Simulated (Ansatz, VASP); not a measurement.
# GdO: VASP beside Ansatz

POSCAR

```
GdO
1.0
    0.0000000000      2.7000000000      2.7000000000
    2.7000000000      0.0000000000      2.7000000000
    2.7000000000      2.7000000000      0.0000000000
Gd O
1 1
Direct
    0.0000000000      0.0000000000      0.0000000000
    0.7500000000      0.7500000000      0.7500000000
```

File INCAR.step1:

```
SYSTEM = GdO
  PREC = Accurate
  ENCUT = 520
  EDIFF = 1E-5
  ISMEAR = -1
  SIGMA = 0.05
  LREAL = .FALSE.
  LASPH = .TRUE.
  NELM = 150
  ALGO = Normal
  ISIF = 2
  LWAVE = .TRUE.
  LCHARG = .FALSE.
  ISPIN = 2
  MAGMOM = 7 0
  LORBIT = 11
  LMAXMIX = 6
  NBANDS = 23
  GGA = PE
  KPAR = 4
```

Contents of INCAR.step2:

```
SYSTEM = GdO
  PREC = Accurate
  ENCUT = 520
  EDIFF = 1E-7
  ISMEAR = -1
  SIGMA = 0.05
  LREAL = .FALSE.
  LASPH = .TRUE.
  NELM = 150
  ALGO = Normal
  ISIF = 2
  LWAVE = .FALSE.
  LCHARG = .FALSE.
  ISPIN = 2
  MAGMOM = 7 0
  LORBIT = 11
  LMAXMIX = 6
  GGA = PE
  LHFCALC = .TRUE.
  AEXX = 0.25
  PRECFOCK = Normal
  NBANDS = 23
  ISTART = 1
  KPAR = 4
```

Contents of KPOINTS:

```
regular mesh
0
G
  5 5 5
  0 0 0
```

Contents of input.yaml:

```yaml
crystal:
  lattice:
    - [0.0, 2.7, 2.7]
    - [2.7, 0.0, 2.7]
    - [2.7, 2.7, 0.0]
  atoms:
    - { symbol: Gd, position: [0.0, 0.0, 0.0], spin: 7.0 }
    - { symbol: O, position: [0.75, 0.75, 0.75] }
hamiltonian:
  xc: pbe0
  pseudopotentials: { kind: paw }
magnetization:
  spin_polarized: true
kpoints:
  mp_grid: { grid: [5, 5, 5] }
scf:
  occupations: { method: fermi_dirac, width: 0.05 }
output:
  forces: true
  stress: true
  eigenvalues: true
```

Alike in both runs: task single point; functional PBE0; k mesh 5 × 5 × 5; occupations fermi-dirac, width 0.05 eV; collinear spin.

```csv
,VASP,Ansatz
version,VASP 6.6.1,Ansatz 0.2.0
potentials or method,"VASP PAW PBE potentials, release 64 (Gd, O)",Ansatz PAW
plane-wave cutoff (eV),520,420
valence electrons in the cell,24,24
```

Ansatz gave:

```
gap on the k mesh at the Fermi level (eV)                     : none
pressure (GPa)                                                : -2.2
net moment per atom (μB)                                      : 3.99
size of the moment on the site where the two differ most (μB) : 7.03
```

Task: Which values does VASP return?

Result: gap on the k mesh at the Fermi level (eV): none; pressure (GPa): -2.1; net moment per atom (μB): 3.99; size of the moment on the site where the two differ most (μB): 7.07.

Site moments also hang on the region over which each program counts them. A gap of «none» marks a metal or a gap that the smearing closes.

The k mesh is coarse, so the values compare programs but aren't converged. Neither program's run includes spin-orbit coupling. Noted on Ansatz's run: the magnetic or orbital state may not be the lowest.
